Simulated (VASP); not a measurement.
Runs of VASP 6.6.1 on GdN. The structure is cubic, space group Fm-3m (No. 225). Conventional cell: a = 4.999 Å, b = 4.999 Å, c = 4.999 Å, α = 90.00°, β = 90.00°, γ = 90.00°. Gd (site symmetry m-3m) has 6 N at 2.50 Å within 3.3 Å. N (site symmetry m-3m) has 6 Gd at 2.50 Å within 3.3 Å. 

| level | k mesh | smearing | gap on the mesh (eV) | pressure (GPa) | moment (μB) |
| --- | --- | --- | --- | --- | --- |
| revPBE+U | 8 × 8 × 8 | gaussian 0.05 eV | none | (a) | 7.00 |
| PBE+U | 5 × 5 × 5 | gaussian 0.05 eV | none | 0.9 | 7.00 |
| PBE+U | 8 × 8 × 8 | gaussian 0.05 eV | none | 0.6 | 7.00 |
| PBE+U | 6 × 6 × 6 | gaussian 0.05 eV | none | 0.7 | 7.00 |
| PBE+U | 8 × 8 × 8 | fermi-dirac 0.05 eV | none | 0.7 | 7.00 |

Alike in all rows: task single point; potentials or basis VASP PAW PBE potentials, release 64 (Gd, N); spin collinear, ferromagnetic start; Gd f U = 6.0 eV; cell as given; cutoff (eV) 520.

Estimate the missing entries.

(a) 3.2.

Caveats: some runs use coarse meshes; spin-orbit coupling is left out, which moves the levels of the heavy elements; a cell with one magnetic atom can't hold antiferromagnetic order, which such compounds often take; the PAW data sets were made with another functional, which shifts forces and pressure a little (some runs).

A k mesh can miss the band edges, and the runs leave out spin-orbit coupling on Gd.

A gap of «none» marks levels without a gap at the run's occupations.
